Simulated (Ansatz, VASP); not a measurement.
**Two plane-wave programs on KF**

The input INCAR:

```
ALGO     = Normal         # electronic algorithm
EDIFF    = 1E-6           # SCF threshold, eV
ENCUT    = 520            # plane-wave cutoff, eV
GGA      = PE             # functional
ISIF     = 2              # what is computed and relaxed
ISMEAR   = 0              # smearing method
LASPH    = T              # aspherical terms in the spheres
LCHARG   = F              # write CHGCAR
LREAL    = F              # projectors in reciprocal space
LWAVE    = F              # write WAVECAR
NBANDS   = 15             # bands
NELM     = 80             # most SCF steps
PREC     = Accurate       # precision mode
SIGMA    = 0.02           # smearing width, eV
```

File KPOINTS:

```
k-points
0
Gamma
  8 8 8
```

File POSCAR:

```
KF
1.0
    0.0000000000      2.7631901196      2.7631901196
    2.7631901196      0.0000000000      2.7631901196
    2.7631901196      2.7631901196      0.0000000000
K F
1 1
Direct
    0.0000000000      0.0000000000      0.0000000000
    0.5000000000      0.5000000000      0.5000000000
```

Input for Ansatz:

```yaml
crystal:
  lattice:
    - [0.0, 2.7631901196, 2.7631901196]
    - [2.7631901196, 0.0, 2.7631901196]
    - [2.7631901196, 2.7631901196, 0.0]
  atoms:
    - { symbol: K, position: [0.0, 0.0, 0.0] }
    - { symbol: F, position: [0.5, 0.5, 0.5] }
basis:
  ecutwfc: 420
kpoints:
  mp_grid: { grid: [8, 8, 8] }
hamiltonian:
  xc: pbe
scf:
  occupations: { method: gaussian, width: 0.02 }
output:
  forces: true
  stress: true
  eigenvalues: true
```

Alike in both runs: task single point; functional PBE; k mesh 8 × 8 × 8; occupations gaussian, width 0.02 eV; no spin polarisation.

|  | VASP | Ansatz |
| --- | --- | --- |
| version | VASP 6.6.1 | Ansatz 0.2.0 |
| potentials or method | VASP PAW PBE potentials, release 64 (K_sv, F), cutoff 520 eV | scalar-relativistic, plane waves, PAW |
| valence electrons in the cell | 16 | 16 |

```csv
,VASP,Ansatz,Ansatz less VASP
gap on the k mesh at the Fermi level (eV),5.67,5.68,+0.015
least direct gap on the mesh (eV),5.67,5.68,+0.015
pressure (GPa),-1.5,-1.5,+0.02
```
